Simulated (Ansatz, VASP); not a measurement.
ZrC in VASP and in Ansatz

Contents of INCAR:

```
ALGO     = Normal         # electronic algorithm
EDIFF    = 1E-6           # SCF threshold, eV
ENCUT    = 520            # plane-wave cutoff, eV
GGA      = PE             # functional
ISIF     = 2              # what is computed and relaxed
ISMEAR   = 0              # smearing method
LASPH    = True           # aspherical terms in the spheres
LCHARG   = True           # write CHGCAR
LELF     = True           # ELF
LREAL    = False          # projectors in reciprocal space
LVHAR    = True         
LWAVE    = False          # write WAVECAR
NBANDS   = 15             # bands
NELM     = 60             # most SCF steps
PREC     = Accurate       # precision mode
SIGMA    = 0.05           # smearing width, eV
```

KPOINTS

```
k-points
0
Gamma
  12 12 12
```

File POSCAR:

```
ZrC
1.0
    3.2695327460      0.0000000000      0.0000000000
   -1.6347663730      2.8314984165      0.0000000000
    0.0000000000      0.0000000000      2.9397343753
Zr C
1 1
Direct
    0.0000000000      0.0000000000      0.0000000000
    0.7278374869      0.3333333333      0.5000000000
```

Input for Ansatz:

```yaml
crystal:
  lattice:
    - [3.269532746, 0.0, 0.0]
    - [-1.634766373, 2.8314984165, 0.0]
    - [0.0, 0.0, 2.9397343753]
  atoms:
    - { symbol: Zr, position: [0.0, 0.0, 0.0] }
    - { symbol: C, position: [0.7278374869, 0.3333333333, 0.5] }
basis:
  ecutwfc: 420
  ecutrho_ratio: 4
kpoints:
  mp_grid: { grid: [12, 12, 12] }
hamiltonian:
  xc: pbe
scf:
  occupations: { method: gaussian, width: 0.05 }
output:
  forces: true
  stress: true
  eigenvalues: true
```

Alike in both runs: task single point; functional PBE; k mesh 12 × 12 × 12; occupations gaussian, width 0.05 eV; no spin polarisation.

```csv
,VASP,Ansatz
version,VASP 6.6.1,Ansatz 0.2.0
potentials or method,"VASP PAW PBE potentials, release 64 (Zr_sv, C), cutoff 520 eV","scalar-relativistic, plane waves, PAW"
valence electrons in the cell,16,16
```

|  | VASP | Ansatz | Ansatz less VASP |
| --- | --- | --- | --- |
| gap on the k mesh at the Fermi level (eV) | none | none | - |
| pressure (GPa) | 2.8 | 2.6 | -0.19 |
| traceless stress, the component that is largest in VASP (GPa) | 4.81 | 4.77 | -0.033 |
| rms of the force components (eV/Å) | 0.600 | 0.596 | -0.0045 |

Atom by atom the forces differ by 0.005 eV/Å (rms over components). A gap of «none» marks a metal or a gap that the smearing closes.
